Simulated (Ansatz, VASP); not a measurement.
This is a calculation of MnO for VASP 6.6.1.

File INCAR:

```
ALGO = Normal
EDIFF = 1E-7
ENCUT = 520
GGA = PE
ISIF = 2
ISMEAR = -1
ISPIN = 2
LASPH = True
LCHARG = False
LMAXMIX = 4
LORBIT = 11
LREAL = False
LWAVE = False
MAGMOM = 5 0
NBANDS = 20
NELM = 150
PREC = Accurate
SIGMA = 0.05
```

The input KPOINTS:

```
k-points
0
Gamma
  10 10 10
```

File POSCAR:

```
MnO
1.0
    2.6900871139      0.0000000000      0.0000000000
    0.0000000000      2.6900871139      0.0000000000
    0.0000000000      0.0000000000      2.6900871139
Mn O
1 1
Direct
    0.0000000000      0.0000000000      0.0000000000
    0.5000000000      0.5000000000      0.5000000000
```

Potentials or basis: VASP PAW PBE potentials, release 64 (Mn_pv, O).

Command:

```bash
$ cat potpaw_PBE.64/Mn_pv/POTCAR potpaw_PBE.64/O/POTCAR > POTCAR
$ mpirun -np 1 vasp_std > vasp.out
```

Q: Set up the same calculation for Ansatz 0.2.0. Potentials there: all-electron LAPW, scalar-relativistic.

A: As run (the cutoff follows the program's own potentials):

input.yaml

```yaml
crystal:
  lattice:
    - [2.6900871139, 0.0, 0.0]
    - [0.0, 2.6900871139, 0.0]
    - [0.0, 0.0, 2.6900871139]
  atoms:
    - { symbol: Mn, position: [0.0, 0.0, 0.0], spin: 5.0 }
    - { symbol: O, position: [0.5, 0.5, 0.5] }
kpoints:
  mp_grid: { grid: [10, 10, 10] }
scf:
  occupations: { method: fermi_dirac, width: 0.05 }
hamiltonian:
  xc: pbe
  pseudopotentials: { kind: all_electron, lapw: { basis_error: 0.0005 } }
magnetization:
  spin_polarized: true
output:
  forces: true
  stress: true
  eigenvalues: true
```

Potentials or basis: all-electron LAPW, scalar-relativistic.

Command:

```console
$ ansatz run input.yaml --threads 2 --pin off --max-ram 6144MiB --backend cpu --events-out ev --progress --plain --runs-dir out
```

Both were run:

|  | VASP | Ansatz | Ansatz less VASP |
| --- | --- | --- | --- |
| gap on the k mesh at the Fermi level (eV) | none | none | - |
| pressure (GPa) | 5.3 | 5.1 | -0.19 |
| net moment per atom (μB) | 2.19 | 2.19 | -0.001 |
| size of the moment on the site where the two differ most (μB) | 4.03 | 4.07 | +0.042 |

Site moments also hang on the region over which each program counts them. A gap of «none» marks a metal or a gap that the smearing closes. Ansatz ran all-electron here, and VASP with PAW potentials.
